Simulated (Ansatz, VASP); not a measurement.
# Si: VASP beside Ansatz

INCAR

```
SYSTEM = Si
PREC     = Accurate       ! precision mode
ENCUT    = 520            ! plane-wave cutoff, eV
EDIFF    = 1E-6           ! SCF threshold, eV
ISMEAR   = 0              ! smearing method
SIGMA    = 0.03           ! smearing width, eV
LREAL    = .FALSE.        ! projectors in reciprocal space
LASPH    = .TRUE.         ! aspherical terms in the spheres
NELM     = 60             ! most SCF steps
ALGO     = Normal         ! electronic algorithm
ISIF     = 2              ! what is computed and relaxed
LWAVE    = .FALSE.        ! write WAVECAR
LCHARG   = .FALSE.        ! write CHGCAR
GGA      = CA             ! functional
NBANDS   = 16             ! bands
```

Contents of KPOINTS:

```
Automatic mesh
0
G
  10 10 10
  0 0 0
```

The input POSCAR:

```
Si
1.0
   -3.3010168807      3.3010168807      1.9082539665
    3.3010168807     -3.3010168807      1.9082539665
    3.3010168807      3.3010168807     -1.9082539665
Si
4
Direct
    0.1788454376      0.1788454376      0.3576908752
    0.8211545624      0.8211545624      0.6423091248
    0.1788454376      0.8211545624      0.0000000000
    0.8211545624      0.1788454376      0.0000000000
```

Input for Ansatz:

```yaml
crystal:
  lattice:
    - [-3.3010168807, 3.3010168807, 1.9082539665]
    - [3.3010168807, -3.3010168807, 1.9082539665]
    - [3.3010168807, 3.3010168807, -1.9082539665]
  atoms:
    - { symbol: Si, position: [0.1788454376, 0.1788454376, 0.3576908752] }
    - { symbol: Si, position: [0.8211545624, 0.8211545624, 0.6423091248] }
    - { symbol: Si, position: [0.1788454376, 0.8211545624, 0.0] }
    - { symbol: Si, position: [0.8211545624, 0.1788454376, 0.0] }
basis:
  ecutwfc: 420
kpoints:
  mp_grid: { grid: [10, 10, 10] }
hamiltonian:
  xc: lda
  pseudopotentials: { kind: paw, azcp: { folder: soft_1 } }
scf:
  occupations: { method: gaussian, width: 0.03 }
output:
  forces: true
  stress: true
  eigenvalues: true
  write_density: true
  write_potential: true
  elf: true
  volumetric_format: npy
```

Alike in both runs: task single point; functional LDA; k mesh 10 × 10 × 10; occupations gaussian, width 0.03 eV; no spin polarisation.

|  | VASP | Ansatz |
| --- | --- | --- |
| version | VASP 6.6.1 | Ansatz 0.2.0 |
| potentials or method | VASP PAW LDA potentials, release 64 (Si), cutoff 520 eV | scalar-relativistic, plane waves, PAW |
| valence electrons in the cell | 16 | 16 |

|  | VASP | Ansatz | Ansatz less VASP |
| --- | --- | --- | --- |
| gap on the k mesh at the Fermi level (eV) | 0.20 | 0.20 | +0.007 |
| least direct gap on the mesh (eV) | 0.26 | 0.26 | +0.004 |
| pressure (GPa) | 0.1 | 0.0 | -0.05 |
| traceless stress, the component that is largest in VASP (GPa) | -0.06 | -0.05 | +0.014 |

Ansatz warns that its potentials were made for another functional, while VASP's fit it. LDA's correlation is that of Perdew and Zunger in VASP and of Perdew and Wang (1992) in Ansatz.
